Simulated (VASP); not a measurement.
A run of VASP 6.6.1 is set up as follows.

Contents of INCAR:

```
PREC = Accurate
ENCUT = 520
EDIFF = 1E-6
ISMEAR = -1
SIGMA = 0.1
LREAL = False
LASPH = True
NELM = 80
ALGO = Normal
ISIF = 2
LWAVE = False
LCHARG = False
GGA = B5
ALDAX = 1.0
AGGAX = 1.0
AGGAC = 1.0
ALDAC = 0.0
NBANDS = 12
```

File KPOINTS:

```
Automatic mesh
0
Gamma
  20 20 20
```

File POSCAR:

```
Ga
1.0
    0.0000000000      2.2108575615      2.2108575615
    2.2108575615      0.0000000000      2.2108575615
    2.2108575615      2.2108575615      0.0000000000
Ga
1
Direct
    0.0000000000      0.0000000000      0.0000000000
```

Potentials or basis: VASP PAW PBE potentials, release 64 (Ga_d).

Command:

```bash
$ cat potpaw_PBE.64/Ga_d/POTCAR > POTCAR
$ mpirun -np 1 vasp_std > vasp.out
```

Predict the pressure.

-0.1 GPa.

Predict the band gap on the k mesh.

zero (an odd number of electrons rules out a gap without spin polarisation).

Caveat: the PAW data sets were made with another functional, which shifts forces and pressure a little.
